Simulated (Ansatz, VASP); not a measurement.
## YN: VASP beside Ansatz

INCAR

```
SYSTEM = YN
PREC = Accurate
ENCUT = 600
EDIFF = 1E-6
ISMEAR = -1
SIGMA = 0.03
LREAL = .False.
LASPH = .True.
NELM = 120
ALGO = Normal
ISIF = 2
LWAVE = .False.
LCHARG = .True.
GGA = PE
LELF = .True.
LVHAR = .True.
NBANDS = 15
GGA_COMPAT = .False.
```

Contents of KPOINTS:

```
regular mesh
0
Gamma
  10 10 10
  0 0 0
```

File POSCAR:

```
YN
1.0
    0.0000000000      1.9354387326      1.9354387326
    1.9354387326      0.0000000000      1.9354387326
    1.9354387326      1.9354387326      0.0000000000
Y N
1 1
Direct
    0.0000000000      0.0000000000      0.0000000000
    0.5000000000      0.5000000000      0.5000000000
```

Input for Ansatz:

```yaml
crystal:
  lattice:
    - [0.0, 1.9354387326, 1.9354387326]
    - [1.9354387326, 0.0, 1.9354387326]
    - [1.9354387326, 1.9354387326, 0.0]
  atoms:
    - { symbol: "Y", position: [0.0, 0.0, 0.0] }
    - { symbol: "N", position: [0.5, 0.5, 0.5] }
kpoints:
  mp_grid: { grid: [10, 10, 10] }
  band_path:
    path:
      - [0.0, 0.0, 0.0]
      - [0.5, 0.0, 0.5]
      - [0.625, 0.25, 0.625]
      - [0.375, 0.375, 0.75]
      - [0.0, 0.0, 0.0]
      - [0.5, 0.5, 0.5]
      - [0.5, 0.25, 0.75]
      - [0.5, 0.0, 0.5]
    npoints: 6
scf:
  occupations: { method: fermi_dirac, width: 0.03 }
hamiltonian:
  xc: pbe
  pseudopotentials: { kind: all_electron, lapw: { basis_error: 0.001 } }
output:
  forces: true
  stress: true
  eigenvalues: true
  populations: true
```

Change from the starting cell: volume scaled by 0.5, LAPW.

Alike in both runs: task single point; functional PBE; k mesh 10 × 10 × 10; occupations fermi-dirac, width 0.03 eV; no spin polarisation.

|  | VASP | Ansatz |
| --- | --- | --- |
| version | VASP 6.6.1 | Ansatz 0.2.0 |
| potentials or method | VASP PAW PBE potentials, release 64 (Y_sv, N), cutoff 600 eV | all-electron LAPW, scalar-relativistic |

```tsv
	VASP	Ansatz	Ansatz less VASP
pressure (GPa)	442.8	445.5	+2.70
```

Both programs put the cell under a high pressure, so it lies far from rest at this level. Ansatz ran all-electron here, and VASP with PAW potentials.

Noted on VASP's run: the cell as given lies far from equilibrium.
